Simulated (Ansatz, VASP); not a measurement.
Cs2NbSi6 in VASP and in Ansatz

```xyz
9
Lattice="3.5708 2.0616 6.4858 -3.5708 2.0616 6.4858 0.0000 -4.1232 6.4858" Properties=species:S:1:pos:R:3 pbc="T T T"
Cs    0.0000    0.0000   15.4045
Cs    0.0000    0.0000    4.0530
Nb    0.0000    0.0000    9.7287
Si   -2.2072   -1.7471   12.0031
Si   -0.4094    2.7850   12.0031
Si    2.6166   -1.0380   12.0031
Si    2.2072    1.7471    7.4544
Si    0.4094   -2.7850    7.4544
Si   -2.6166    1.0380    7.4544
```

Alike in both runs: task single point; functional PBE; k mesh 3 × 3 × 3; occupations gaussian, width 0.1 eV; no spin polarisation.

|  | VASP | Ansatz |
| --- | --- | --- |
| version | VASP 6.6.1 | Ansatz 0.2.0 |
| potentials or method | VASP PAW PBE potentials, release 64 (Cs_sv, Nb_sv, Si), cutoff 520 eV | scalar-relativistic, plane waves, PAW |
| valence electrons in the cell | 55 | 55 |

|  | VASP | Ansatz | Ansatz less VASP |
| --- | --- | --- | --- |
| gap on the k mesh at the Fermi level (eV) | none | none | - |
| pressure (GPa) | -0.1 | -0.1 | +0.02 |
| traceless stress, the component that is largest in VASP (GPa) | 1.48 | 1.46 | -0.018 |
| rms of the force components (eV/Å) | 0.915 | 0.924 | +0.0085 |

Atom by atom the forces differ by 0.013 eV/Å (rms over components). A gap of «none» marks a metal or a gap that the smearing closes. The functional is the same, so the differences come from potentials, cutoffs and numerics.

Spin-orbit coupling is off throughout.
